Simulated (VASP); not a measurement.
# La2O3 in VASP: a series of runs

The runs below take La2O3 through single point, relaxation of cell and atoms, with PBE.

All numbers are computed with VASP 6.6.1; they aren't measurements. Logs are shortened: lines on timing, memory, paths and dates and some standing lists are left out, and cuts for length are marked.

## Step 1: The cell of the first run

The typed cell holds 5 atoms: a = 4.963 Å, b = 4.964 Å, c = 4.936 Å, α = 60.17°, β = 60.19°, γ = 59.64°.

The cell was generated, and may not be a known phase.

## Step 2: Single point, PBE

Contents of INCAR:

```
SYSTEM = La2O3
PREC     = Accurate       ! precision mode
ENCUT    = 520            ! plane-wave cutoff, eV
EDIFF    = 1E-6           ! SCF threshold, eV
ISMEAR   = 0              ! smearing method
SIGMA    = 0.1            ! smearing width, eV
LREAL    = .False.        ! projectors in reciprocal space
LASPH    = .True.         ! aspherical terms in the spheres
NELM     = 100            ! most SCF steps
ALGO     = Normal         ! electronic algorithm
ISIF     = 2              ! what is computed and relaxed
LWAVE    = .False.        ! write WAVECAR
LCHARG   = .True.         ! write CHGCAR
GGA      = PE             ! functional
LELF     = .True.         ! ELF
LVHAR    = .True.       
NBANDS   = 28             ! bands
```

Contents of KPOINTS:

```
regular mesh
0
Gamma
  4 4 4
  0 0 0
```

Contents of POSCAR:

```
La2O3
1.0
    0.0000000000      3.4896276522      3.5289696178
    3.4913346446      0.0000000000      3.5289696178
    3.4913346446      3.4896276522      0.0000000000
La O
2 3
Direct
    0.7188169838      0.7188169838      0.2811830162
    0.2811830162      0.2811830162      0.7188169838
    0.0548961746      0.0548961746      0.4451038254
    0.4451038254      0.4451038254      0.0548961746
    0.0000000000      0.0000000000      0.0000000000
```

Potentials or basis: VASP PAW PBE potentials, release 64 (La, O).

Launch:

```console
cat potpaw_PBE.64/La/POTCAR potpaw_PBE.64/O/POTCAR > POTCAR
mpirun -np 1 vasp_std > vasp.out
```

OUTCAR:

```text
SYSTEM = La2O3
   PREC = Accurate
   ENCUT = 520
   EDIFF = 1E-6
   ISMEAR = 0
   LREAL = .False.
   LASPH = .True.
   NELM = 100
   ISIF = 2
   GGA = PE

 ion  position               nearest neighbor table
   1  0.719  0.719  0.281-   5 1.98   3 2.73   3 2.73   2 3.09   2 3.52   2 3.52   2 3.52   2 3.52

   2  0.281  0.281  0.719-   5 1.98   4 2.73   4 2.73   1 3.09   1 3.52   1 3.52   1 3.52   1 3.52

   3  0.055  0.055  0.445-   1 2.73   1 2.73
   4  0.445  0.445  0.055-   2 2.73   2 2.73
   5  0.000  0.000  0.000-   1 1.98   2 1.98

  LATTYP: Found a face centered orthorhombic cell.
 ALAT       =     6.9792553044
 B/A-ratio  =     1.0004891618
 C/A-ratio  =     1.0112739723

  Lattice vectors:

 A1 = (   3.4913346446,   0.0000000000,  -3.5289696178)
 A2 = (   0.0000000000,   3.4896276522,  -3.5289696178)
 A3 = (   3.4913346446,   3.4896276522,   0.0000000000)

Analysis of symmetry for initial positions (statically):
=====================================================================
 Subroutine PRICEL returns:
 Original cell was already a primitive cell.

 Routine SETGRP: Setting up the symmetry group for a
 face centered orthorhombic supercell.

 Subroutine GETGRP returns: Found  4 space group operations
 (whereof  4 operations were pure point group operations)
 out of a pool of  8 trial point group operations.

The static configuration has the point symmetry D_2 .

Analysis of symmetry for dynamics (positions and initial velocities):
=====================================================================
 Subroutine PRICEL returns:
 Original cell was already a primitive cell.

 Routine SETGRP: Setting up the symmetry group for a
 face centered orthorhombic supercell.

 Subroutine GETGRP returns: Found  4 space group operations
 (whereof  4 operations were pure point group operations)
 out of a pool of  8 trial point group operations.

The dynamic configuration has the point symmetry D_2 .

 Subroutine INISYM returns: Found  4 space group operations
 (whereof  4 operations are pure point group operations),
 and found     1 'primitive' translations

----------------------------------------------------------------------------------------

                                     Primitive cell

  volume of cell :      85.9901

  direct lattice vectors                    reciprocal lattice vectors
     0.000000000  3.489627652  3.528969618    -0.143211709  0.143281762  0.141684416
     3.491334645  0.000000000  3.528969618     0.143211709 -0.143281762  0.141684416
     3.491334645  3.489627652  0.000000000     0.143211709  0.143281762 -0.141684416

  length of vectors
     4.962975691  4.964176081  4.936285927     0.247211915  0.247211915  0.247211915

  position of ions in fractional coordinates (direct lattice)
     0.718816984  0.718816984  0.281183016
     0.281183016  0.281183016  0.718816984
     0.054896175  0.054896175  0.445103825
     0.445103825  0.445103825  0.054896175
     0.000000000  0.000000000  0.000000000

  ion indices of the primitive-cell ions
   primitive index   ion index
                 1           1
                 2           2
                 3           3
                 4           4
                 5           5

----------------------------------------------------------------------------------------

 KPOINTS: regular mesh

Automatic generation of k-mesh.
 Grid dimensions read from file:
 generate k-points for:    4    4    4

 Generating k-lattice:

  Cartesian coordinates                     Fractional coordinates (reciprocal lattice)
    -0.035802927  0.035820441  0.035421104     0.250000000  0.000000000  0.000000000
     0.035802927 -0.035820441  0.035421104     0.000000000  0.250000000 -0.000000000
     0.035802927  0.035820441 -0.035421104     0.000000000 -0.000000000  0.250000000

  Length of vectors
     0.061802979  0.061802979  0.061802979

  Shift w.r.t. Gamma in fractional coordinates (k-lattice)
     0.000000000  0.000000000  0.000000000

 Subroutine IBZKPT returns following result:
 ===========================================

 Found     18 irreducible k-points:

 Following reciprocal coordinates:
            Coordinates               Weight
  0.000000  0.000000  0.000000      1.000000
  0.250000  0.000000  0.000000      8.000000
  0.500000  0.000000  0.000000      4.000000
  0.250000  0.250000  0.000000      2.000000
  0.500000  0.250000  0.000000      8.000000
 -0.250000  0.250000 -0.000000      4.000000
[... 10 lines left out ...]
 -0.250000  0.250000  0.500000      2.000000
  0.000000  0.500000  0.500000      1.000000
   k-points           NKPTS =     18   k-points in BZ     NKDIM =     18   number of bands    NBANDS=     28
   number of dos      NEDOS =    301   number of ions     NIONS =      5
   total plane-waves  NPLWV =  64000
   dimension x,y,z NGX =    40 NGY =   40 NGZ =   40
   dimension x,y,z NGXF=    80 NGYF=   80 NGZF=   80
   ions per type =               2   3
   NGX,Y,Z   is equivalent  to a cutoff of  13.40, 13.40, 13.47 a.u.
   NGXF,Y,Z  is equivalent  to a cutoff of  26.80, 26.79, 26.94 a.u.
 SYSTEM =  La2O3
   PREC   = accura    normal or accurate (medium, high low for compatibility)
   ISTART =      0    job   : 0-new  1-cont  2-samecut
   ICHARG =      2    charge: 1-file 2-atom 10-const
   ISPIN  =      1    spin polarized calculation?
   LNONCOLLINEAR =      F non collinear calculations
   LSORBIT =      F    spin-orbit coupling
   LASPH  =      T    aspherical Exc in radial PAW
   ENCUT  =  520.0 eV  38.22 Ry    6.18 a.u.   9.23  9.23  9.18*2*pi/ulx,y,z
   NELM   =    100;   NELMIN=  2; NELMDL= -5     # of ELM steps
   EDIFF  = 0.1E-05   stopping-criterion for ELM
   LREAL  =      F    real-space projection
   EDIFFG = 0.1E-04   stopping-criterion for IOM
   NSW    =      0    number of steps for IOM
   IBRION =     -1    ionic relax: 0-MD 1-quasi-New 2-CG
   NFREE  =      0    steps in history (QN), initial steepest desc. (CG)
   ISIF   =      2    stress and relaxation
   ISYM   =      2    0-nonsym 1-usesym 2-fastsym
   POTIM  = 0.5000    time-step for ionic-motion
   TEBEG  =    0.0;   TEEND  =   0.0 temperature during run
   PSTRESS=    0.0 pullay stress
   NELECT =      40.0000    total number of electrons
   NUPDOWN=      -1.0000    fix difference up-down
   EMIN   =  10.00;   EMAX   =-10.00  energy-range for DOS
   EFERMI =   0.00;   METHOD = LEGACY
   ISMEAR =     0;   SIGMA  =   0.10  broadening in eV -4-tet -1-fermi 0-gaus
   EFERMI_NEDOS =   21; number of points for ismear=-14 and -15
   IALGO  =     38    algorithm
   IMIX   =      4    mixing-type and parameters
     AMIX     =   0.40;   BMIX     =  1.00
     AMIX_MAG =   1.60;   BMIX_MAG =  1.00
  volume/ion in A,a.u.               =      17.20       116.06
  Fermi-wavevector in a.u.,A,eV,Ry     =   1.268466  2.397052 21.891839  1.609005
  Thomas-Fermi vector in A             =   2.401559
   LORBIT       =      0    0 simple, 1 ext, 2 COOP (PROOUT), +10 PAW based schemes
   GGA     = PE    functional components
   LHFCALC =     F    Hartree Fock is set to
   AEXX    =    0.0000 exact exchange contribution
   IVDW    =     0    specifies the selected vdW correction
   LEPSILON=     F    determine dielectric tensor
   LRPA    =     F    only Hartree local field effects (RPA)
 non-spin polarized calculation
 Gauss-broadening in eV      SIGMA  =   0.10
  energy-cutoff  :      520.00
  volume of cell :       85.99
 maximum number of plane-waves:      2322
 NGX is ok and might be reduce to    40
   NGX = 19   NGY = 19   NGZ = 19

 number of electron      39.9999997 magnetization

 Free energy of the ion-electron system (eV)
  ---------------------------------------------------
  ext. energy  EPLUGINS =         0.00000000
  ---------------------------------------------------
  free energy    TOTEN  =       -34.02359265 eV

  energy without entropy =      -34.02063944  energy(sigma->0) =      -34.02211605

 E-fermi :   7.2939     XC(G=0): -10.3460

 val. band max:        7.2745207849   @ k =   0.0000   0.0000   0.0000
 cond. band min:       7.5949332993   @ k =   0.2500   0.2500   0.0000
 fundamental gap:      0.3204125143
 Fermi energy:         7.2939234329

 k-point     1 :       0.0000    0.0000    0.0000
  band No.  band energies     occupation
      1     -25.2589      2.00000
      2     -24.6810      2.00000
      3     -12.9807      2.00000
      4      -9.1834      2.00000
      5      -9.1515      2.00000
      6      -9.0865      2.00000
[... 20 lines left out ...]
     27      10.1107      0.00000
     28      10.1182      0.00000

 k-point     2 :       0.2500    0.0000    0.0000
  band No.  band energies     occupation
      1     -25.1823      2.00000
      2     -24.7588      2.00000
      3     -12.8493      2.00000
      4      -9.8966      2.00000
      5      -9.4591      2.00000
      6      -9.0167      2.00000
[... 20 lines left out ...]
     27      10.1078      0.00000
     28      10.1223      0.00000

 k-point     3 :       0.5000    0.0000    0.0000
  band No.  band energies     occupation
      1     -25.0505      2.00000
      2     -24.8919      2.00000
      3     -12.6981      2.00000
      4     -10.2584      2.00000
      5      -9.8335      2.00000
      6      -9.0928      2.00000
[... 20 lines left out ...]
     27       9.9355      0.00000
     28      10.0975      0.00000

 k-point     4 :       0.2500    0.2500    0.0000
  band No.  band energies     occupation
      1     -25.1250      2.00000
      2     -24.8191      2.00000
      3     -12.7367      2.00000
      4     -10.3090      2.00000
      5      -9.2556      2.00000
      6      -9.2522      2.00000
[... 392 lines left out ...]
     27       9.9288      0.00000
     28      10.1894      0.00000

 k-point    17 :      -0.2500    0.2500    0.5000
  band No.  band energies     occupation
      1     -25.0462      2.00000
      2     -24.8881      2.00000
      3     -12.6599      2.00000
      4     -10.4420      2.00000
      5     -10.1322      2.00000
      6      -9.7827      2.00000
[... 20 lines left out ...]
     27       9.9730      0.00000
     28      10.0963      0.00000

 k-point    18 :       0.0000    0.5000    0.5000
  band No.  band energies     occupation
      1     -25.1209      2.00000
      2     -24.8051      2.00000
      3     -13.0918      2.00000
      4     -10.5545      2.00000
      5      -9.4125      2.00000
      6      -9.0035      2.00000
[... 20 lines left out ...]
     27       9.9291      0.00000
     28      10.1798      0.00000

------------------------ aborting loop because EDIFF is reached ----------------------------------------

  FORCE on cell =-STRESS in cart. coord.  units (eV):
  Direction    XX          YY          ZZ          XY          YZ          ZX
  --------------------------------------------------------------------------------------
  -------------------------------------------------------------------------------------
  Total       -0.0974781     -0.0652840     -0.0279139      0.0000000      0.0000000      0.0000000
  in kB       -1.8162222     -1.2163784     -0.5200949      0.0000000      0.0000000      0.0000000
  external PRESSURE =      -1.1842318 kB  Pullay stress =       0.0000000 kB

 VOLUME and BASIS-vectors are now :
 -----------------------------------------------------------------------------
  energy-cutoff  :      520.00
  volume of cell :       85.99
      direct lattice vectors                 reciprocal lattice vectors
     0.000000000  3.489627652  3.528969618    -0.143211709  0.143281762  0.141684416
     3.491334645  0.000000000  3.528969618     0.143211709 -0.143281762  0.141684416
     3.491334645  3.489627652  0.000000000     0.143211709  0.143281762 -0.141684416

 POSITION                                       TOTAL-FORCE (eV/Angst)
 -----------------------------------------------------------------------------------
      3.49133      3.48963      5.07337         0.000000     -0.000000      0.000760
      3.49133      3.48963      1.98457         0.000000     -0.000000     -0.000760
      1.74567      1.74481      0.38745         0.000000     -0.000000     -0.002138
      1.74567      1.74481      3.14152         0.000000     -0.000000      0.002138
      0.00000      0.00000      0.00000         0.000000      0.000000     -0.000000
 -----------------------------------------------------------------------------------
    total drift:                               -0.000000     -0.000000      0.000000

  FREE ENERGIE OF THE ION-ELECTRON SYSTEM (eV)
  ---------------------------------------------------
  free  energy   TOTEN  =       -34.0235926537 eV

  energy  without entropy=      -34.0206394442  energy(sigma->0) =      -34.02211605
```

It took 1.9 min on 1 thread of Intel Xeon Platinum 8488C (Sapphire Rapids), shared host; peak memory 0.25 GiB.

What came out:

```
Free energy            : -34.0236 eV
Pressure               : -0.1 GPa
Band gap on the k mesh : 0.03 eV
```

Forces in eV/Å, atoms in the order of the input:
```
La   0.000  0.000  0.001
La   0.000  0.000 -0.001
O    0.000  0.000 -0.002
O    0.000  0.000  0.002
O    0.000  0.000  0.000
```

Caveat: the smearing spreads over this small gap; semilocal functionals underestimate gaps, and a narrow one can read as zero; spin-orbit coupling is left out, which moves the levels of the heavy elements. A k mesh can miss the band edges.

(Part 1 of 2 ends here.)

The gap in the log of VASP goes by the Fermi energy; the results here count the filled bands.